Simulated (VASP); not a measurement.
# Al (Fm-3m) in VASP: further runs

The runs below take Al through single point, with PBE.

Program: VASP 6.6.1. These are calculated values, not measurements. Logs are shortened: lines on timing, memory, paths and dates and some standing lists are left out, and cuts for length are marked.

### Step 1. The cell of the first run

Symmetry: Fm-3m, No. 225, cubic system. Conventional cell: a = 4.050 Å, b = 4.050 Å, c = 4.050 Å, α = 90.00°, β = 90.00°, γ = 90.00°. Within 3.8 Å of Al (site symmetry m-3m) lie 12 Al at 2.86 Å.

### Step 2. Single point, PBE

File INCAR:

```
SYSTEM = Al
PREC = Accurate
ENCUT = 520
EDIFF = 1E-6
ISMEAR = 0
SIGMA = 0.023
LREAL = .FALSE.
LASPH = .TRUE.
NELM = 60
ALGO = Fast
ISIF = 2
LWAVE = .FALSE.
LCHARG = .FALSE.
GGA = PE
NBANDS = 8
```

File KPOINTS:

```
regular mesh
0
G
  11 11 11
  0 0 0
```

File POSCAR:

```
Al
1.0
    0.0000000000      2.0248050000      2.0248050000
    2.0248050000      0.0000000000      2.0248050000
    2.0248050000      2.0248050000      0.0000000000
Al
1
Direct
    0.0000000000      0.0000000000      0.0000000000
```

Potentials or basis: VASP PAW PBE potentials, release 64 (Al).

Run with:

```
$ cat potpaw_PBE.64/Al/POTCAR > POTCAR
$ mpirun -np 1 vasp_std > vasp.out
```

OUTCAR:

```text
SYSTEM = Al
   PREC = Accurate
   ENCUT = 520
   EDIFF = 1E-6
   ISMEAR = 0
   LREAL = .FALSE.
   LASPH = .TRUE.
   NELM = 60
   ISIF = 2
   GGA = PE

 ion  position               nearest neighbor table
   1  0.000  0.000  0.000-

  LATTYP: Found a face centered cubic cell.
 ALAT       =     4.0496100000

  Lattice vectors:

 A1 = (   0.0000000000,   2.0248050000,   2.0248050000)
 A2 = (   2.0248050000,   0.0000000000,   2.0248050000)
 A3 = (   2.0248050000,   2.0248050000,   0.0000000000)

Analysis of symmetry for initial positions (statically):
=====================================================================
 Subroutine PRICEL returns:
 Original cell was already a primitive cell.

 Routine SETGRP: Setting up the symmetry group for a
 face centered cubic supercell.

 Subroutine GETGRP returns: Found 48 space group operations
[... 9 lines left out ...]

 Routine SETGRP: Setting up the symmetry group for a
 face centered cubic supercell.

 Subroutine GETGRP returns: Found 48 space group operations
 (whereof 48 operations were pure point group operations)
 out of a pool of 48 trial point group operations.

The dynamic configuration has the point symmetry O_h .

 Subroutine INISYM returns: Found 48 space group operations
 (whereof 48 operations are pure point group operations),
 and found     1 'primitive' translations

----------------------------------------------------------------------------------------

                                     Primitive cell

  volume of cell :      16.6027

  direct lattice vectors                    reciprocal lattice vectors
     0.000000000  2.024805000  2.024805000    -0.246937359  0.246937359  0.246937359
     2.024805000  0.000000000  2.024805000     0.246937359 -0.246937359  0.246937359
     2.024805000  2.024805000  0.000000000     0.246937359  0.246937359 -0.246937359

  length of vectors
     2.863506692  2.863506692  2.863506692     0.427708053  0.427708053  0.427708053

  position of ions in fractional coordinates (direct lattice)
     0.000000000  0.000000000  0.000000000

  ion indices of the primitive-cell ions
   primitive index   ion index
                 1           1

----------------------------------------------------------------------------------------

 KPOINTS: regular mesh

Automatic generation of k-mesh.
 Grid dimensions read from file:
 generate k-points for:   11   11   11

 Generating k-lattice:

  Cartesian coordinates                     Fractional coordinates (reciprocal lattice)
    -0.022448851  0.022448851  0.022448851     0.090909091  0.000000000  0.000000000
     0.022448851 -0.022448851  0.022448851     0.000000000  0.090909091  0.000000000
     0.022448851  0.022448851 -0.022448851     0.000000000  0.000000000  0.090909091

  Length of vectors
     0.038882550  0.038882550  0.038882550

  Shift w.r.t. Gamma in fractional coordinates (k-lattice)
     0.000000000  0.000000000  0.000000000

 Subroutine IBZKPT returns following result:
 ===========================================

 Found     56 irreducible k-points:

 Following reciprocal coordinates:
            Coordinates               Weight
  0.000000  0.000000  0.000000      1.000000
  0.090909  0.000000  0.000000      8.000000
  0.181818  0.000000  0.000000      8.000000
  0.272727  0.000000  0.000000      8.000000
  0.363636  0.000000  0.000000      8.000000
  0.454545  0.000000  0.000000      8.000000
[... 16 lines left out ...]
 -0.272727  0.181818  0.000000     24.000000
 -0.181818  0.181818  0.000000     12.000000
 [... further k-points ...]
   k-points           NKPTS =     56   k-points in BZ     NKDIM =     56   number of bands    NBANDS=      8
   number of dos      NEDOS =    301   number of ions     NIONS =      1
   total plane-waves  NPLWV =  13824
   dimension x,y,z NGX =    24 NGY =   24 NGZ =   24
   dimension x,y,z NGXF=    48 NGYF=   48 NGZF=   48
   ions per type =               1
   NGX,Y,Z   is equivalent  to a cutoff of  13.93, 13.93, 13.93 a.u.
   NGXF,Y,Z  is equivalent  to a cutoff of  27.87, 27.87, 27.87 a.u.
 SYSTEM =  Al
   PREC   = accura    normal or accurate (medium, high low for compatibility)
   ISTART =      0    job   : 0-new  1-cont  2-samecut
   ICHARG =      2    charge: 1-file 2-atom 10-const
   ISPIN  =      1    spin polarized calculation?
   LNONCOLLINEAR =      F non collinear calculations
   LSORBIT =      F    spin-orbit coupling
   LASPH  =      T    aspherical Exc in radial PAW
   ENCUT  =  520.0 eV  38.22 Ry    6.18 a.u.   5.32  5.32  5.32*2*pi/ulx,y,z
   NELM   =     60;   NELMIN=  2; NELMDL= -5     # of ELM steps
   EDIFF  = 0.1E-05   stopping-criterion for ELM
   LREAL  =      F    real-space projection
   EDIFFG = 0.1E-04   stopping-criterion for IOM
   NSW    =      0    number of steps for IOM
   IBRION =     -1    ionic relax: 0-MD 1-quasi-New 2-CG
   NFREE  =      0    steps in history (QN), initial steepest desc. (CG)
   ISIF   =      2    stress and relaxation
   ISYM   =      2    0-nonsym 1-usesym 2-fastsym
   POTIM  = 0.5000    time-step for ionic-motion
   TEBEG  =    0.0;   TEEND  =   0.0 temperature during run
   PSTRESS=    0.0 pullay stress
   NELECT =       3.0000    total number of electrons
   NUPDOWN=      -1.0000    fix difference up-down
   EMIN   =  10.00;   EMAX   =-10.00  energy-range for DOS
   EFERMI =   0.00;   METHOD = LEGACY
   ISMEAR =     0;   SIGMA  =   0.02  broadening in eV -4-tet -1-fermi 0-gaus
   EFERMI_NEDOS =   21; number of points for ismear=-14 and -15
   IALGO  =     68    algorithm
   IMIX   =      4    mixing-type and parameters
     AMIX     =   0.40;   BMIX     =  1.00
     AMIX_MAG =   1.60;   BMIX_MAG =  1.00
  volume/ion in A,a.u.               =      16.60       112.04
  Fermi-wavevector in a.u.,A,eV,Ry     =   0.925526  1.748991 11.654733  0.856599
  Thomas-Fermi vector in A             =   2.051390
   LORBIT       =      0    0 simple, 1 ext, 2 COOP (PROOUT), +10 PAW based schemes
   GGA     = PE    functional components
   LHFCALC =     F    Hartree Fock is set to
   AEXX    =    0.0000 exact exchange contribution
   IVDW    =     0    specifies the selected vdW correction
   LEPSILON=     F    determine dielectric tensor
   LRPA    =     F    only Hartree local field effects (RPA)
 non-spin polarized calculation
 RMM-DIIS sequential band-by-band and
 Gauss-broadening in eV      SIGMA  =   0.02
  energy-cutoff  :      520.00
  volume of cell :       16.60
 maximum number of plane-waves:       459
 NGX is ok and might be reduce to    24
   NGX = 11   NGY = 11   NGZ = 11

 number of electron       3.0000000 magnetization

 Free energy of the ion-electron system (eV)
  ---------------------------------------------------
  ext. energy  EPLUGINS =         0.00000000
  ---------------------------------------------------
  free energy    TOTEN  =        -3.75276273 eV

  energy without entropy =       -3.75224895  energy(sigma->0) =       -3.75250584

 E-fermi :   7.9568     XC(G=0): -10.1744

 val. band max:        7.9413094205   @ k =  -0.4545   0.3636   0.0000
 cond. band min:       7.9682804555   @ k =   0.4545   0.1818   0.0909
 fundamental gap:      0.0269710350
 Fermi energy:         7.9568497772

 k-point     1 :       0.0000    0.0000    0.0000
  band No.  band energies     occupation
      1      -3.1564      2.00000
      2      20.5199      0.00000
      3      20.5199      0.00000
      4      20.5199      0.00000
      5      21.9651      0.00000
      6      21.9651      0.00000
      7      21.9651      0.00000
      8      24.3555      0.00000

 k-point     2 :       0.0909    0.0000    0.0000
  band No.  band energies     occupation
      1      -2.9327      2.00000
      2      17.5989      0.00000
      3      19.8717      0.00000
      4      19.8717      0.00000
      5      22.6427      0.00000
      6      22.9515      0.00000
      7      22.9515      0.00000
      8      26.1757      0.00000

 k-point     3 :       0.1818    0.0000    0.0000
  band No.  band energies     occupation
      1      -2.2638      2.00000
      2      13.9565      0.00000
      3      19.1382      0.00000
      4      19.1382      0.00000
      5      22.4113      0.00000
      6      23.7742      0.00000
      7      23.7742      0.00000
      8      25.2902      0.00000

 k-point     4 :       0.2727    0.0000    0.0000
  band No.  band energies     occupation
      1      -1.1560      2.00000
      2      10.5343      0.00000
      3      18.7294      0.00000
      4      18.7294      0.00000
      5      22.2000      0.00000
      6      22.2325      0.00000
      7      22.2325      0.00000
      8      26.2197      0.00000

 k-point     5 :       0.3636    0.0000    0.0000
  band No.  band energies     occupation
      1       0.3810      2.00000
      2       7.4340      2.00000
      3      18.6853      0.00000
      4      18.6853      0.00000
      5      20.8047      0.00000
      6      20.8047      0.00000
      7      22.2713      0.00000
      8      24.7327      0.00000
[... 177 lines left out ...]
 k-point    22 :      -0.3636    0.1818    0.0000
  band No.  band energies     occupation
      1       2.4037      2.00000
      2       6.2944      2.00000
      3      12.5986      0.00000
      4      16.9586      0.00000
      5      18.8524      0.00000
      6      23.3355      0.00000
      7      25.9465      0.00000
      8      28.8952      0.00000

 k-point    23 :      -0.2727    0.1818    0.0000
  band No.  band energies     occupation
      1       0.5990      2.00000
      2       9.0786      0.00000
      3      12.4611      0.00000
      4      18.1725      0.00000
      5      20.1508      0.00000
      6      23.1107      0.00000
      7      25.5021      0.00000
      8      26.0372      0.00000

 k-point    24 :      -0.1818    0.1818    0.0000
  band No.  band energies     occupation
      1      -0.7886      2.00000
      2      11.7512      0.00000
      3      13.1866      0.00000
      4      19.7506      0.00000
      5      21.7728      0.00000
      6      22.8295      0.00000
      7      23.9314      0.00000
      8      24.8734      0.00000

 [... further k-points ...]
[... 5 lines left out ...]
  --------------------------------------------------------------------------------------
  -------------------------------------------------------------------------------------
  Total       -0.0544553     -0.0544553     -0.0544553     -0.0000000     -0.0000000      0.0000000
  in kB       -5.2549788     -5.2549788     -5.2549788     -0.0000000     -0.0000000      0.0000000
  external PRESSURE =      -5.2549788 kB  Pullay stress =       0.0000000 kB

 VOLUME and BASIS-vectors are now :
 -----------------------------------------------------------------------------
  energy-cutoff  :      520.00
  volume of cell :       16.60
      direct lattice vectors                 reciprocal lattice vectors
     0.000000000  2.024805000  2.024805000    -0.246937359  0.246937359  0.246937359
     2.024805000  0.000000000  2.024805000     0.246937359 -0.246937359  0.246937359
     2.024805000  2.024805000  0.000000000     0.246937359  0.246937359 -0.246937359

 POSITION                                       TOTAL-FORCE (eV/Angst)
 -----------------------------------------------------------------------------------
      0.00000      0.00000      0.00000         0.000000      0.000000      0.000000
 -----------------------------------------------------------------------------------
    total drift:                               -0.000000      0.000000      0.000000

  FREE ENERGIE OF THE ION-ELECTRON SYSTEM (eV)
  ---------------------------------------------------
  free  energy   TOTEN  =        -3.7527627267 eV

  energy  without entropy=       -3.7522489519  energy(sigma->0) =       -3.75250584
```

Run time: 3.5 s. Hardware: 1 thread of Intel Xeon Platinum 8488C (Sapphire Rapids), shared host; peak memory 0.13 GiB.

What came out:

| Property | Result |
| --- | --- |
| Free energy | -3.7528 eV |
| Pressure | -0.5 GPa |

Levels at points of the mesh, in eV from the Fermi level:
```csv
k point,band 1,band 2,band 3,band 4,band 5,band 6
"(0.00, 0.00, 0.00)",-11.11,12.56,12.56,12.56,14.01,14.01
```

[end of part 1 of 2]
